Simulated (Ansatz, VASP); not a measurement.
# FeO in VASP and in Ansatz

File INCAR:

```
SYSTEM = FeO
  PREC = Accurate
  ENCUT = 520
  EDIFF = 1E-7
  ISMEAR = -1
  SIGMA = 0.15
  LREAL = .FALSE.
  LASPH = .TRUE.
  NELM = 150
  ALGO = Normal
  ISIF = 2
  LWAVE = .FALSE.
  LCHARG = .TRUE.
  ISPIN = 2
  MAGMOM = 4.5 0
  LORBIT = 11
  LMAXMIX = 4
  GGA = B5
  ALDAX = 1.0
  AGGAX = 1.0
  AGGAC = 1.0
  ALDAC = 0.0
  LELF = .TRUE.
  LVHAR = .TRUE.
  NBANDS = 18
```

File KPOINTS:

```
regular mesh
0
G
  10 10 10
  0 0 0
```

The input POSCAR:

```
FeO
1.0
    1.5188210000      0.8768920000      2.5195770000
   -1.5188210000      0.8768920000      2.5195770000
    0.0000000000     -1.7537830000      2.5195770000
Fe O
1 1
Direct
    0.0000000000      0.0000000000      0.0000000000
    0.5000000000      0.5000000000      0.5000000000
```

Input for Ansatz:

```yaml
crystal:
  lattice:
    - [1.518821, 0.876892, 2.519577]
    - [-1.518821, 0.876892, 2.519577]
    - [0.0, -1.753783, 2.519577]
  atoms:
    - { symbol: Fe, position: [0.0, 0.0, 0.0] }
    - { symbol: O, position: [0.5, 0.5, 0.5] }
basis:
  ecutwfc: 462.593566181796
kpoints:
  mp_grid:
    grid: [10, 10, 10]
    shift: [0.0, 0.0, 0.0]
hamiltonian:
  xc: blyp
magnetization:
  spin_polarized: true
  per_species:
    Fe: 4.5
scf:
  convergence:
    dr2_threshold: 1.0e-07
  occupations:
    method: fermi_dirac
    width: 0.15
output:
  stress: true
```

Alike in both runs: task single point; functional BLYP; k mesh 10 × 10 × 10; occupations fermi-dirac, width 0.15 eV; collinear spin.

|  | VASP | Ansatz |
| --- | --- | --- |
| version | VASP 6.6.1 | Ansatz 0.2.0 |
| potentials or method | VASP PAW PBE potentials, release 64 (Fe, O), cutoff 520 eV | plane waves, PAW |
| valence electrons in the cell | 14 | 22 |

|  | VASP | Ansatz | Ansatz less VASP |
| --- | --- | --- | --- |
| pressure (GPa) | 6.3 | 6.1 | -0.16 |
| traceless stress, the component that is largest in VASP (GPa) | -0.79 | -0.76 | +0.024 |
| net moment per atom (μB) | 1.98 | 1.98 | +0.003 |
| size of the moment on the site where the two differ most (μB) | 3.57 | 3.41 | -0.156 |

VASP's potentials were made for PBE, not for BLYP. Site moments also hang on the region over which each program counts them. The functional is the same, so the differences come from potentials, cutoffs and numerics. VASP's potentials hold 14 valence electrons a cell and Ansatz's 22, so a difference there can come from the potentials and not from the codes. Ansatz's warnings: given moment on shells, stress scf threshold loose.
